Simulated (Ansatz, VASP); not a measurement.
## One calculation of AlCo, two programs

```xyz
2
Lattice="2.9040 0.0000 0.0000 0.0000 2.9040 0.0000 0.0000 0.0000 2.8194" Properties=species:S:1:pos:R:3 pbc="T T T"
Al    0.0000    0.0000    0.0000
Co    1.4520    1.4520    1.4097
```

Change from the starting cell: strain +0.030 along x and y, +0.000 along z, atoms carried along.

Alike in both runs: task single point; functional PBEsol; k mesh 16 × 16 × 16; occupations gaussian, width 0.15 eV; no spin polarisation.

|  | VASP | Ansatz |
| --- | --- | --- |
| version | VASP 6.6.1 | Ansatz 0.2.0 |
| potentials or method | VASP PAW PBE potentials, release 64 (Al, Co), cutoff 520 eV | scalar-relativistic, plane waves, PAW |
| valence electrons in the cell | 12 | 20 |

```tsv
	VASP	Ansatz	Ansatz less VASP
gap on the k mesh at the Fermi level (eV)	none	none	-
pressure (GPa)	-9.3	-9.4	-0.11
traceless stress, the component that is largest in VASP (GPa)	3.25	3.25	0.000
```

VASP's potentials were made for PBE, not for PBEsol. A gap of «none» marks a metal or a gap that the smearing closes. VASP's potentials hold 12 valence electrons a cell and Ansatz's 20, so a difference there can come from the potentials and not from the codes.
